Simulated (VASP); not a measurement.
Here is a VASP 6.6.1 calculation.

File INCAR:

```
PREC     = Accurate       # precision mode
ENCUT    = 500            # plane-wave cutoff, eV
EDIFF    = 1E-6           # SCF threshold, eV
ISMEAR   = -1             # smearing method
SIGMA    = 0.06122561905347299 # smearing width, eV
LREAL    = False          # projectors in reciprocal space
LASPH    = True           # aspherical terms in the spheres
NELM     = 120            # most SCF steps
ALGO     = Normal         # electronic algorithm
ISIF     = 2              # what is computed and relaxed
LWAVE    = False          # write WAVECAR
LCHARG   = False          # write CHGCAR
GGA      = PE             # functional
NBANDS   = 12             # bands
GGA_COMPAT= False
```

File KPOINTS:

```
regular mesh
0
Gamma
  46 46 46
```

Contents of POSCAR:

```
Cr
1.0
    2.3076149368      0.0000000000      0.0000000000
    0.0000000000      2.3076149368      0.0000000000
    0.0000000000      0.0000000000      2.3076149368
Cr
1
Direct
    0.0000000000      0.0000000000      0.0000000000
```

Potentials or basis: VASP PAW PBE potentials, release 64 (Cr_pv).

Command:

```console
$ cat potpaw_PBE.64/Cr_pv/POTCAR > POTCAR
$ mpirun -np 1 vasp_std > vasp.out
```

Question: Estimate the band gap on the k mesh.

Answer: Zero (bands 6 and 7 overlap by 1.96 eV).

Question: Predict the pressure.

Answer: 8.3 GPa.

Caveat: the cell stands under pressure; the run has no spin polarisation, though such a crystal can be magnetic. Spin polarisation is off, so any magnetic state and its effect on volume and gap are missing.
